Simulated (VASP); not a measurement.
ScCu, 2 atoms in the cell. Symmetry: Pm-3m, No. 221, cubic system. The conventional cell has a = 2.572 Å, b = 2.572 Å, c = 2.572 Å, α = 90.00°, β = 90.00°, γ = 90.00°. Sc (site symmetry m-3m) has 8 Cu at 2.23 Å and 6 Sc at 2.57 Å within 2.9 Å. Cu (site symmetry m-3m) has 8 Sc at 2.23 Å and 6 Cu at 2.57 Å within 2.9 Å. 

```yaml
Program: VASP 6.6.1
Task: electric field gradients
Functional: PBEsol
Potentials_or_basis: VASP PAW PBE potentials, release 64 (Sc_sv, Cu)
Cutoff: 520 eV
k_mesh: 11 × 11 × 11
Occupations: fermi-dirac, width 0.05 eV
Spin: no spin polarisation
Dipole_correction: no
Further_INCAR_settings: ALGO = Normal; EDIFF = 1e-08; NBANDS = 18
```

Potentials or basis: VASP PAW PBE potentials, release 64 (Sc_sv, Cu).

Launch:

```console
$ cat potpaw_PBE.64/Sc_sv/POTCAR potpaw_PBE.64/Cu/POTCAR > POTCAR
$ mpirun -np 1 vasp_std > vasp.out
```

Hardware: 1 thread of Intel(R) Xeon(R) 6975P-C (Granite Rapids) (shared host).

Problem. How long does it take, and how much memory?

Solution. Run time: 11 s on 1 thread of Intel(R) Xeon(R) 6975P-C (Granite Rapids), on a shared host, peak memory 0.13 GiB. Counts: scf iterations 16, k points 56.
